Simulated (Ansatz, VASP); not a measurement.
# One calculation of Si2Sb2Se, two programs

```
CELL_PARAMETERS angstrom
5.14986 0.00000 0.00000
-2.57493 4.45991 0.00000
0.00000 0.00000 5.56366
ATOMIC_POSITIONS crystal
Si 0.33333 0.66667 0.50000
Si 0.66667 0.33333 0.50000
Sb 0.33333 0.66667 0.00000
Sb 0.66667 0.33333 0.00000
Se 0.00000 0.00000 0.00000
```

Alike in both runs: functional PBE; k mesh 12 × 12 × 8; occupations gaussian, width 0.1 eV; no spin polarisation.

Ansatz relaxed the structure, and its values are those at the end. VASP's run is a single point on that final structure, the one shown.

|  | VASP | Ansatz |
| --- | --- | --- |
| version | VASP 6.6.1 | Ansatz 0.2.0 |
| potentials or method | VASP PAW PBE potentials, release 64 (Si, Sb, Se), cutoff 520 eV | scalar-relativistic, plane waves, PAW |
| valence electrons in the cell | 24 | 54 |

```tsv
	VASP	Ansatz	Ansatz less VASP
gap on the k mesh at the Fermi level (eV)	none	none	-
pressure (GPa)	0.0	0.0	0.00
```

A gap of «none» marks a metal or a gap that the smearing closes. VASP's potentials hold 24 valence electrons a cell and Ansatz's 54, so a difference there can come from the potentials and not from the codes.

Neither program's run includes spin-orbit coupling.
